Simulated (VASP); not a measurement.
Here is a VASP 6.6.1 calculation.

File INCAR:

```
PREC     = Accurate       # precision mode
ENCUT    = 520            # plane-wave cutoff, eV
EDIFF    = 1E-6           # SCF threshold, eV
ISMEAR   = 0              # smearing method
SIGMA    = 0.1            # smearing width, eV
LREAL    = False          # projectors in reciprocal space
LASPH    = True           # aspherical terms in the spheres
NELM     = 80             # most SCF steps
ALGO     = Fast           # electronic algorithm
ISIF     = 2              # what is computed and relaxed
LWAVE    = False          # write WAVECAR
LCHARG   = True           # write CHGCAR
GGA      = PE             # functional
LELF     = True           # ELF
LVHAR    = True         
NBANDS   = 18             # bands
```

File KPOINTS:

```
Automatic mesh
0
Gamma
  14 14 10
```

File POSCAR:

```
Y
1.0
    2.4809461129      2.4809461129      0.0000000000
   -2.4809461129      2.4809461129      0.0000000000
    0.0000000000      0.0000000000      5.1635697755
Y
2
Direct
    0.0000000000      0.0000000000      0.0000000000
    0.5000000000      0.5000000000      0.5000000000
```

Potentials or basis: VASP PAW PBE potentials, release 64 (Y_sv).

The run is started by

```sh
$ cat potpaw_PBE.64/Y_sv/POTCAR > POTCAR
$ mpirun -np 1 vasp_std > vasp.out
```

Q: Predict the pressure.

A: 0.7 GPa.

Q: Estimate the band gap on the k mesh.

A: Zero (bands 11 and 12 overlap by 1.62 eV).

Stress tensor (GPa, compression positive):
```
 1.10  0.00  0.00
 0.00  1.10  0.00
 0.00  0.00 -0.13
```

Caveat: the cell differs from its parent crystal (biaxial strain in the a-b plane: -2.0 %, then relaxed in part).
